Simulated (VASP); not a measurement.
# Al (Im-3m) in VASP: further runs, part 2 of 2

VASP 6.6.1. The steps go on from the part before.

**6. Single point, r2SCAN**

This run uses another cell than the first one, of 17.08 Å³/atom, 1.019 times its volume.

POSCAR reads:

```
Al
1.0
   -1.6224269796      1.6224269796      1.6224269796
    1.6224269796     -1.6224269796      1.6224269796
    1.6224269796      1.6224269796     -1.6224269796
Al
1
Direct
    0.0000000000      0.0000000000      0.0000000000
```

INCAR.step1 reads:

```
PREC = Accurate
ENCUT = 520
ISMEAR = -1
SIGMA = 0.05
LREAL = False
LASPH = True
NELM = 60
NBANDS = 8
GGA = PE
ALGO = Normal
EDIFF = 1E-4
LWAVE = True
LCHARG = False
```

INCAR.step2 reads:

```
PREC = Accurate
ENCUT = 520
EDIFF = 1E-6
ISMEAR = -1
SIGMA = 0.05
LREAL = False
LASPH = True
NELM = 60
ALGO = Normal
ISIF = 2
LWAVE = False
LCHARG = False
METAGGA = R2SCAN
LMIXTAU = True
NBANDS = 8
ISTART = 1
```

KPOINTS reads:

```
regular mesh
0
Gamma
  12 12 12
```

Potentials or basis: VASP PAW PBE potentials, release 64 (Al).

On the command line:

```console
cat potpaw_PBE.64/Al/POTCAR > POTCAR
cp INCAR.step1 INCAR
mpirun -np 1 vasp_std > vasp.out
cp INCAR.step2 INCAR
mpirun -np 1 vasp_std > vasp.out
```

OUTCAR:

```text
PREC = Accurate
   ENCUT = 520
   EDIFF = 1E-6
   ISMEAR = -1
   LREAL = False
   LASPH = True
   NELM = 60
   ISIF = 2
   METAGGA = R2SCAN
   ISTART = 1

 ion  position               nearest neighbor table
   1  0.000  0.000  0.000-

  LATTYP: Found a body centered cubic cell.
 ALAT       =     3.2448539592

  Lattice vectors:

 A1 = (  -1.6224269796,   1.6224269796,   1.6224269796)
 A2 = (   1.6224269796,  -1.6224269796,   1.6224269796)
 A3 = (   1.6224269796,   1.6224269796,  -1.6224269796)

Analysis of symmetry for initial positions (statically):
=====================================================================
 Subroutine PRICEL returns:
 Original cell was already a primitive cell.

 Routine SETGRP: Setting up the symmetry group for a
 body centered cubic supercell.

 Subroutine GETGRP returns: Found 48 space group operations
[... 9 lines left out ...]

 Routine SETGRP: Setting up the symmetry group for a
 body centered cubic supercell.

 Subroutine GETGRP returns: Found 48 space group operations
[... 11 lines left out ...]
                                     Primitive cell

[... 131 lines left out ...]
  ---------------------------------------------------
  free energy    TOTEN  =        -6.60744816 eV

  energy without entropy =       -6.60332810  energy(sigma->0) =       -6.60538813

 E-fermi :   7.6541     XC(G=0): -10.7959

 val. band max:        7.6328503184   @ k =  -0.4167  -0.4167   0.2500
 cond. band min:       7.6776844973   @ k =   0.3333   0.2500   0.0833
 fundamental gap:      0.0448341789
 Fermi energy:         7.6540722017

 k-point     1 :       0.0000    0.0000    0.0000
  band No.  band energies     occupation
      1      -3.9426      2.00000
      2      21.4973      0.00000
      3      21.4973      0.00000
      4      21.4974      0.00000
      5      23.0551      0.00000
      6      23.0551      0.00000
      7      23.0552      0.00000
      8      24.6680      0.00000
[... 243 lines left out ...]
 k-point    24 :       0.4167    0.0833    0.0833
  band No.  band energies     occupation
      1       3.4805      2.00000
      2       4.1080      2.00000
      3      12.7998      0.00000
      4      13.5443      0.00000
      5      22.2137      0.00000
      6      22.8027      0.00000
      7      29.4743      0.00000
      8      30.7900      0.00000

 [... further k-points ...]
[... 5 lines left out ...]
  --------------------------------------------------------------------------------------
  -------------------------------------------------------------------------------------
  Total       -0.4383187     -0.4383187     -0.4383187     -0.0000000     -0.0000000     -0.0000000
  in kB      -41.1097720    -41.1097720    -41.1097720     -0.0000000     -0.0000000     -0.0000000
  external PRESSURE =     -41.1097720 kB  Pullay stress =       0.0000000 kB

 VOLUME and BASIS-vectors are now :
 -----------------------------------------------------------------------------
  energy-cutoff  :      520.00
  volume of cell :       17.08
      direct lattice vectors                 reciprocal lattice vectors
    -1.622426980  1.622426980  1.622426980     0.000000000  0.308180279  0.308180279
     1.622426980 -1.622426980  1.622426980     0.308180279  0.000000000  0.308180279
     1.622426980  1.622426980 -1.622426980     0.308180279  0.308180279  0.000000000

 POSITION                                       TOTAL-FORCE (eV/Angst)
 -----------------------------------------------------------------------------------
      0.00000      0.00000      0.00000         0.000000     -0.000000      0.000000
 -----------------------------------------------------------------------------------
    total drift:                                0.000000      0.000000      0.000000

  FREE ENERGIE OF THE ION-ELECTRON SYSTEM (eV)
  ---------------------------------------------------
  free  energy   TOTEN  =        -6.6074481590 eV

  energy  without entropy=       -6.6033280984  energy(sigma->0) =       -6.60538813
```

OSZICAR.step1:

```text
N       E                     dE             d eps       ncg     rms          rms(c)
DAV:   1    -0.227433516558E+01   -0.22743E+01   -0.82031E+02  1152   0.200E+02
DAV:   2    -0.366294056326E+01   -0.13886E+01   -0.13454E+01  1584   0.185E+01
DAV:   3    -0.367006290745E+01   -0.71223E-02   -0.71148E-02  1376   0.144E+00
DAV:   4    -0.367008136873E+01   -0.18461E-04   -0.18461E-04  1688   0.681E-02
DAV:   5    -0.367008147854E+01   -0.10981E-06   -0.11003E-06  1400   0.359E-03    0.119E+00
DAV:   6    -0.365622730692E+01    0.13854E-01   -0.20880E-03  1264   0.207E-01    0.686E-01
DAV:   7    -0.364658669240E+01    0.96406E-02   -0.61741E-03  1272   0.334E-01    0.135E-01
DAV:   8    -0.364657949203E+01    0.72004E-05   -0.20822E-05  1392   0.313E-02
   1 F= -.36465795E+01 E0= -.36445766E+01  d E =-.400585E-02
```

Wall time 18 s (1 thread of Intel Xeon 6975P-C, shared host); peak memory 0.14 GiB.

Results:

```
Free energy : -6.6074 eV
Pressure    : -4.1 GPa
```

Levels at points of the mesh, in eV from the Fermi level:
```csv
k point,band 1,band 2,band 3,band 4
"(0.00, 0.00, 0.00)",-11.60,13.84,13.84,13.84
"(0.50, 0.00, 0.00)",-4.56,-3.95,8.57,8.62
"(0.50, 0.50, 0.50)",1.96,1.96,1.96,3.05
```

Caveat: the PAW data sets were made with another functional, which shifts forces and pressure a little.

**7. Overview**

| level | potentials or basis | cell | gap on the mesh (eV) | pressure (GPa) |
| --- | --- | --- | --- | --- |
| LDA | VASP PAW LDA potentials, release 64 (Al) | a = 2.792 Å, angles 109.5°, 1 atom | none | -2.2 |
| LDA | VASP PAW LDA potentials, release 64 (Al) | a = 2.810 Å, angles 109.5°, 1 atom | none | -3.4 |
| r2SCAN | VASP PAW PBE potentials, release 64 (Al) | a = 2.700 Å, angles 109.5°, 1 atom | none | 6.0 |
| r2SCAN | VASP PAW PBE potentials, release 64 (Al) | a = 2.792 Å, angles 109.5°, 1 atom | none | -2.9 |
| r2SCAN | VASP PAW PBE potentials, release 64 (Al) | a = 2.810 Å, angles 109.5°, 1 atom | none | -4.1 |

Alike in all rows: task single point; no spin polarisation; k mesh 12 × 12 × 12; cutoff (eV) 520; smearing fermi-dirac 0.05 eV.

Caveats: the PAW data sets were made with another functional, which shifts forces and pressure a little (some runs).

Total energies depend on the potentials used, so only differences within one code and one set of settings carry meaning.
